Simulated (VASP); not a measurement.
# GaSb4 (P-43m) in VASP: a series of runs

GaSb4 is run at these levels: PBE; tasks: single point, relaxation of cell and atoms.

All numbers are computed with VASP 6.6.1; they aren't measurements. Logs are shortened: lines on timing, memory, paths and dates and some standing lists are left out, and cuts for length are marked.

## 1. The cell of the first run

Symmetry: P-43m, No. 215, cubic system. The conventional cell has a = 5.338 Å, b = 5.338 Å, c = 5.338 Å, α = 90.00°, β = 90.00°, γ = 90.00°. Within 3.6 Å of Ga (site symmetry -43m) lie 4 Sb at 2.73 Å. Within 3.6 Å of Sb (site symmetry 3m) lie 1 Ga at 2.73 Å and 3 Sb at 3.09 Å.

The cell was built from a structure type or drawn by symmetry, and may not be a known phase.

## 2. Single point, PBE

INCAR

```
SYSTEM = GaSb4
ALGO     = Normal         ! electronic algorithm
EDIFF    = 1E-6           ! SCF threshold, eV
ENCUT    = 520            ! plane-wave cutoff, eV
GGA      = PE             ! functional
ISIF     = 2              ! what is computed and relaxed
ISMEAR   = 0              ! smearing method
LASPH    = .True.         ! aspherical terms in the spheres
LCHARG   = .False.        ! write CHGCAR
LREAL    = .False.        ! projectors in reciprocal space
LWAVE    = .False.        ! write WAVECAR
NBANDS   = 24             ! bands
NELM     = 100            ! most SCF steps
PREC     = Accurate       ! precision mode
SIGMA    = 0.1            ! smearing width, eV
```

KPOINTS

```
k-points
0
Gamma
  8 8 8
  0 0 0
```

POSCAR

```
GaSb4
1.0
    5.3377478950      0.0000000000      0.0000000000
    0.0000000000      5.3377478950      0.0000000000
    0.0000000000      0.0000000000      5.3377478950
Ga Sb
1 4
Direct
    0.0000000000      0.0000000000      0.0000000000
    0.2950233646      0.2950233646      0.2950233646
    0.7049766354      0.7049766354      0.2950233646
    0.2950233646      0.7049766354      0.7049766354
    0.7049766354      0.2950233646      0.7049766354
```

Potentials or basis: VASP PAW PBE potentials, release 64 (Ga_d, Sb).

On the command line:

```console
$ cat potpaw_PBE.64/Ga_d/POTCAR potpaw_PBE.64/Sb/POTCAR > POTCAR
$ mpirun -np 1 vasp_std > vasp.out
```

OUTCAR:

```text
SYSTEM = GaSb4
   EDIFF = 1E-6
   ENCUT = 520
   GGA = PE
   ISIF = 2
   ISMEAR = 0
   LASPH = .True.
   LREAL = .False.
   NELM = 100
   PREC = Accurate

 ion  position               nearest neighbor table
   1  0.000  0.000  0.000-   2 2.73   3 2.73   4 2.73   5 2.73
   2  0.295  0.295  0.295-   1 2.73   3 3.09   4 3.09   5 3.09
   3  0.705  0.705  0.295-   1 2.73   2 3.09   4 3.09   5 3.09
   4  0.295  0.705  0.705-   1 2.73   2 3.09   3 3.09   5 3.09
   5  0.705  0.295  0.705-   1 2.73   2 3.09   3 3.09   4 3.09

  LATTYP: Found a simple cubic cell.
 ALAT       =     5.3377478950

  Lattice vectors:

 A1 = (   5.3377478950,   0.0000000000,   0.0000000000)
 A2 = (   0.0000000000,   5.3377478950,   0.0000000000)
 A3 = (   0.0000000000,   0.0000000000,   5.3377478950)

Analysis of symmetry for initial positions (statically):
=====================================================================
 Subroutine PRICEL returns:
 Original cell was already a primitive cell.

 Routine SETGRP: Setting up the symmetry group for a
 simple cubic supercell.

 Subroutine GETGRP returns: Found 24 space group operations
 (whereof 24 operations were pure point group operations)
 out of a pool of 48 trial point group operations.

The static configuration has the point symmetry T_d .

Analysis of symmetry for dynamics (positions and initial velocities):
=====================================================================
 Subroutine PRICEL returns:
 Original cell was already a primitive cell.

 Routine SETGRP: Setting up the symmetry group for a
 simple cubic supercell.

 Subroutine GETGRP returns: Found 24 space group operations
 (whereof 24 operations were pure point group operations)
 out of a pool of 48 trial point group operations.

The dynamic configuration has the point symmetry T_d .

 Subroutine INISYM returns: Found 24 space group operations
 (whereof 24 operations are pure point group operations),
 and found     1 'primitive' translations

----------------------------------------------------------------------------------------

                                     Primitive cell

  volume of cell :     152.0807

  direct lattice vectors                    reciprocal lattice vectors
     5.337747895  0.000000000  0.000000000     0.187344929  0.000000000  0.000000000
     0.000000000  5.337747895  0.000000000     0.000000000  0.187344929  0.000000000
     0.000000000  0.000000000  5.337747895     0.000000000  0.000000000  0.187344929

  length of vectors
     5.337747895  5.337747895  5.337747895     0.187344929  0.187344929  0.187344929

  position of ions in fractional coordinates (direct lattice)
     0.000000000  0.000000000  0.000000000
     0.295023365  0.295023365  0.295023365
     0.704976635  0.704976635  0.295023365
     0.295023365  0.704976635  0.704976635
     0.704976635  0.295023365  0.704976635

  ion indices of the primitive-cell ions
   primitive index   ion index
                 1           1
                 2           2
                 3           3
                 4           4
                 5           5

----------------------------------------------------------------------------------------

 KPOINTS: k-points

Automatic generation of k-mesh.
 Grid dimensions read from file:
 generate k-points for:    8    8    8

 Generating k-lattice:

  Cartesian coordinates                     Fractional coordinates (reciprocal lattice)
     0.023418116  0.000000000  0.000000000     0.125000000  0.000000000  0.000000000
     0.000000000  0.023418116  0.000000000     0.000000000  0.125000000  0.000000000
     0.000000000  0.000000000  0.023418116     0.000000000  0.000000000  0.125000000

  Length of vectors
     0.023418116  0.023418116  0.023418116

  Shift w.r.t. Gamma in fractional coordinates (k-lattice)
     0.000000000  0.000000000  0.000000000

 Subroutine IBZKPT returns following result:
 ===========================================

 Found     35 irreducible k-points:

 Following reciprocal coordinates:
            Coordinates               Weight
  0.000000  0.000000  0.000000      1.000000
  0.125000  0.000000  0.000000      6.000000
  0.250000  0.000000  0.000000      6.000000
  0.375000  0.000000  0.000000      6.000000
  0.500000  0.000000  0.000000      3.000000
  0.125000  0.125000  0.000000     12.000000
[... 16 lines left out ...]
  0.375000  0.375000  0.125000     24.000000
  0.500000  0.375000  0.125000     24.000000
 [... further k-points ...]
   k-points           NKPTS =     35   k-points in BZ     NKDIM =     35   number of bands    NBANDS=     24
   number of dos      NEDOS =    301   number of ions     NIONS =      5
   total plane-waves  NPLWV =  64000
   dimension x,y,z NGX =    40 NGY =   40 NGZ =   40
   dimension x,y,z NGXF=    80 NGYF=   80 NGZF=   80
   ions per type =               1   4
   NGX,Y,Z   is equivalent  to a cutoff of  12.46, 12.46, 12.46 a.u.
   NGXF,Y,Z  is equivalent  to a cutoff of  24.92, 24.92, 24.92 a.u.
 SYSTEM =  GaSb4
   PREC   = accura    normal or accurate (medium, high low for compatibility)
   ISTART =      0    job   : 0-new  1-cont  2-samecut
   ICHARG =      2    charge: 1-file 2-atom 10-const
   ISPIN  =      1    spin polarized calculation?
   LNONCOLLINEAR =      F non collinear calculations
   LSORBIT =      F    spin-orbit coupling
   LASPH  =      T    aspherical Exc in radial PAW
   ENCUT  =  520.0 eV  38.22 Ry    6.18 a.u.   9.92  9.92  9.92*2*pi/ulx,y,z
   NELM   =    100;   NELMIN=  2; NELMDL= -5     # of ELM steps
   EDIFF  = 0.1E-05   stopping-criterion for ELM
   LREAL  =      F    real-space projection
   EDIFFG = 0.1E-04   stopping-criterion for IOM
   NSW    =      0    number of steps for IOM
   IBRION =     -1    ionic relax: 0-MD 1-quasi-New 2-CG
   NFREE  =      0    steps in history (QN), initial steepest desc. (CG)
   ISIF   =      2    stress and relaxation
   ISYM   =      2    0-nonsym 1-usesym 2-fastsym
   POTIM  = 0.5000    time-step for ionic-motion
   TEBEG  =    0.0;   TEEND  =   0.0 temperature during run
   PSTRESS=    0.0 pullay stress
   NELECT =      33.0000    total number of electrons
   NUPDOWN=      -1.0000    fix difference up-down
   EMIN   =  10.00;   EMAX   =-10.00  energy-range for DOS
   EFERMI =   0.00;   METHOD = LEGACY
   ISMEAR =     0;   SIGMA  =   0.10  broadening in eV -4-tet -1-fermi 0-gaus
   EFERMI_NEDOS =   21; number of points for ismear=-14 and -15
   IALGO  =     38    algorithm
   IMIX   =      4    mixing-type and parameters
     AMIX     =   0.40;   BMIX     =  1.00
     AMIX_MAG =   1.60;   BMIX_MAG =  1.00
  volume/ion in A,a.u.               =      30.42       205.26
  Fermi-wavevector in a.u.,A,eV,Ry     =   0.983758  1.859032 13.167432  0.967779
  Thomas-Fermi vector in A             =   2.114939
   LORBIT       =      0    0 simple, 1 ext, 2 COOP (PROOUT), +10 PAW based schemes
   GGA     = PE    functional components
   LHFCALC =     F    Hartree Fock is set to
   AEXX    =    0.0000 exact exchange contribution
   IVDW    =     0    specifies the selected vdW correction
   LEPSILON=     F    determine dielectric tensor
   LRPA    =     F    only Hartree local field effects (RPA)
 non-spin polarized calculation
 Gauss-broadening in eV      SIGMA  =   0.10
  energy-cutoff  :      520.00
  volume of cell :      152.08
 maximum number of plane-waves:      4130
 NGX is ok and might be reduce to    40
   NGX = 19   NGY = 19   NGZ = 19

 number of electron      32.9999996 magnetization

 Free energy of the ion-electron system (eV)
  ---------------------------------------------------
  ext. energy  EPLUGINS =         0.00000000
  ---------------------------------------------------
  free energy    TOTEN  =       -17.40457707 eV

  energy without entropy =      -17.37857324  energy(sigma->0) =      -17.39157516

 E-fermi :   5.9978     XC(G=0):  -9.4003

 val. band max:        5.9943941879   @ k =   0.2500   0.2500   0.1250
 cond. band min:       6.0022019590   @ k =   0.3750   0.3750   0.1250
 fundamental gap:      0.0078077711
 Fermi energy:         5.9977775390

 k-point     1 :       0.0000    0.0000    0.0000
  band No.  band energies     occupation
      1      -9.0677      2.00000
      2      -9.0677      2.00000
      3      -9.0677      2.00000
      4      -9.0301      2.00000
      5      -9.0301      2.00000
      6      -6.0518      2.00000
[... 16 lines left out ...]
     23      10.0152      0.00000
     24      10.0152      0.00000

 k-point     2 :       0.1250    0.0000    0.0000
  band No.  band energies     occupation
      1      -9.0679      2.00000
      2      -9.0679      2.00000
      3      -9.0679      2.00000
      4      -9.0301      2.00000
      5      -9.0299      2.00000
      6      -5.9867      2.00000
[... 16 lines left out ...]
     23       9.7228      0.00000
     24       9.9082      0.00000

 k-point     3 :       0.2500    0.0000    0.0000
  band No.  band energies     occupation
      1      -9.0684      2.00000
      2      -9.0684      2.00000
      3      -9.0683      2.00000
      4      -9.0300      2.00000
      5      -9.0293      2.00000
      6      -5.8005      2.00000
[... 16 lines left out ...]
     23       9.4233      0.00000
     24      10.3093      0.00000

 k-point     4 :       0.3750    0.0000    0.0000
  band No.  band energies     occupation
      1      -9.0688      2.00000
      2      -9.0688      2.00000
      3      -9.0686      2.00000
      4      -9.0299      2.00000
      5      -9.0288      2.00000
      6      -5.5382      2.00000
[... 16 lines left out ...]
     23       9.4612      0.00000
     24      10.9497      0.00000

 k-point     5 :       0.5000    0.0000    0.0000
  band No.  band energies     occupation
      1      -9.0690      2.00000
      2      -9.0690      2.00000
      3      -9.0687      2.00000
      4      -9.0299      2.00000
      5      -9.0286      2.00000
      6      -5.3766      2.00000
[... 451 lines left out ...]
 k-point    22 :       0.5000    0.2500    0.1250
  band No.  band energies     occupation
      1      -9.0707      2.00000
      2      -9.0694      2.00000
      3      -9.0689      2.00000
      4      -9.0292      2.00000
      5      -9.0281      2.00000
      6      -5.1261      2.00000
[... 16 lines left out ...]
     23      10.3925      0.00000
     24      11.5651      0.00000

 k-point    23 :       0.3750    0.3750    0.1250
  band No.  band energies     occupation
      1      -9.0713      2.00000
      2      -9.0693      2.00000
      3      -9.0692      2.00000
      4      -9.0290      2.00000
      5      -9.0279      2.00000
      6      -5.0582      2.00000
[... 16 lines left out ...]
     23      10.7598      0.00000
     24      11.4896      0.00000

 k-point    24 :       0.5000    0.3750    0.1250
  band No.  band energies     occupation
      1      -9.0716      2.00000
      2      -9.0695      2.00000
      3      -9.0693      2.00000
      4      -9.0290      2.00000
      5      -9.0277      2.00000
      6      -4.9457      2.00000
[... 16 lines left out ...]
     23      10.3742      0.00000
     24      11.6059      0.00000

 [... further k-points ...]
[... 5 lines left out ...]
  --------------------------------------------------------------------------------------
  -------------------------------------------------------------------------------------
  Total       -0.0477468     -0.0477468     -0.0477468     -0.0000000     -0.0000000      0.0000000
  in kB       -0.5030147     -0.5030147     -0.5030147     -0.0000000     -0.0000000      0.0000000
  external PRESSURE =      -0.5030147 kB  Pullay stress =       0.0000000 kB

 VOLUME and BASIS-vectors are now :
 -----------------------------------------------------------------------------
  energy-cutoff  :      520.00
  volume of cell :      152.08
      direct lattice vectors                 reciprocal lattice vectors
     5.337747895  0.000000000  0.000000000     0.187344929  0.000000000  0.000000000
     0.000000000  5.337747895  0.000000000     0.000000000  0.187344929  0.000000000
     0.000000000  0.000000000  5.337747895     0.000000000  0.000000000  0.187344929

 POSITION                                       TOTAL-FORCE (eV/Angst)
 -----------------------------------------------------------------------------------
      0.00000      0.00000      0.00000        -0.000000     -0.000000      0.000000
      1.57476      1.57476      1.57476         0.006164      0.006164      0.006164
      3.76299      3.76299      1.57476        -0.006164     -0.006164      0.006164
      1.57476      3.76299      3.76299         0.006164     -0.006164     -0.006164
      3.76299      1.57476      3.76299        -0.006164      0.006164     -0.006164
 -----------------------------------------------------------------------------------
    total drift:                               -0.000000     -0.000000     -0.000000

  FREE ENERGIE OF THE ION-ELECTRON SYSTEM (eV)
  ---------------------------------------------------
  free  energy   TOTEN  =       -17.4045770744 eV

  energy  without entropy=      -17.3785732360  energy(sigma->0) =      -17.39157516
```

It took 68 s on 1 thread of Intel Xeon Platinum 8375C at 2.90GHz (Ice Lake), shared host; peak memory 0.3 GiB.

Results:

* Free energy: -17.4046 eV
* Pressure: -0.1 GPa
* Largest force: 0.011 eV/Å
* Band gap on the k mesh: zero (an odd number of electrons rules out a gap without spin polarisation)

Forces on the atoms (eV/Å):
```
Ga   0.000  0.000  0.000
Sb   0.006  0.006  0.006
Sb  -0.006 -0.006  0.006
Sb   0.006 -0.006 -0.006
Sb  -0.006  0.006 -0.006
```

Caveat: spin-orbit coupling is left out, which moves the levels of the heavy elements.

(Continued in part 2 of 2.)
